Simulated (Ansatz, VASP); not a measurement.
# One calculation of As, two programs

File INCAR:

```
ALGO = Normal
EDIFF = 1E-7
ENCUT = 520
GGA = PS
ISIF = 2
ISMEAR = -1
LASPH = True
LCHARG = True
LELF = True
LREAL = False
LVHAR = True
LWAVE = False
NBANDS = 18
NELM = 80
PREC = Accurate
SIGMA = 0.05
```

Contents of KPOINTS:

```
k-points
0
Gamma
  8 8 6
```

File POSCAR:

```
As
1.0
    1.8607934009     -5.6078705233      0.0000000000
    1.8607934009      5.6078705233      0.0000000000
    0.0000000000      0.0000000000      4.5576693162
As
4
Direct
    0.3900000000      0.6100000000      0.5600000000
    0.8900000000      0.1100000000      0.9400000000
    0.6100000000      0.3900000000      0.4400000000
    0.1100000000      0.8900000000      0.0600000000
```

The input input.yaml:

```yaml
crystal:
  lattice:
    - [1.8607934009, -5.6078705233, 0.0]
    - [1.8607934009, 5.6078705233, 0.0]
    - [0.0, 0.0, 4.5576693162]
  atoms:
    - { symbol: As, position: [0.39, 0.61, 0.56] }
    - { symbol: As, position: [0.89, 0.11, 0.94] }
    - { symbol: As, position: [0.61, 0.39, 0.44] }
    - { symbol: As, position: [0.11, 0.89, 0.06] }
kpoints:
  mp_grid: { grid: [8, 8, 6] }
scf:
  occupations: { method: fermi_dirac, width: 0.05 }
hamiltonian:
  xc: pbesol
  pseudopotentials: { kind: all_electron, lapw: { basis_error: 0.002 } }
output:
  forces: true
  stress: true
  eigenvalues: true
```

Change from the starting cell: volume scaled by 1.06.

Alike in both runs: task single point; functional PBEsol; k mesh 8 × 8 × 6; occupations fermi-dirac, width 0.05 eV; no spin polarisation.

```csv
,VASP,Ansatz
version,VASP 6.6.1,Ansatz 0.2.0
potentials or method,"VASP PAW PBE potentials, release 64 (As), cutoff 520 eV","all-electron LAPW, scalar-relativistic"
```

|  | VASP | Ansatz | Ansatz less VASP |
| --- | --- | --- | --- |
| gap on the k mesh at the Fermi level (eV) | 0.10 | 0.11 | +0.015 |
| least direct gap on the mesh (eV) | 0.18 | 0.19 | +0.011 |
| pressure (GPa) | -3.6 | -3.9 | -0.29 |
| traceless stress, the component that is largest in VASP (GPa) | -0.61 | -0.59 | +0.021 |
| rms of the force components (eV/Å) | 0.236 | 0.271 | +0.0350 |

VASP's potentials were made for PBE, not for PBEsol. Atom by atom the forces differ by 0.036 eV/Å (rms over components). Ansatz ran all-electron here, and VASP with PAW potentials.
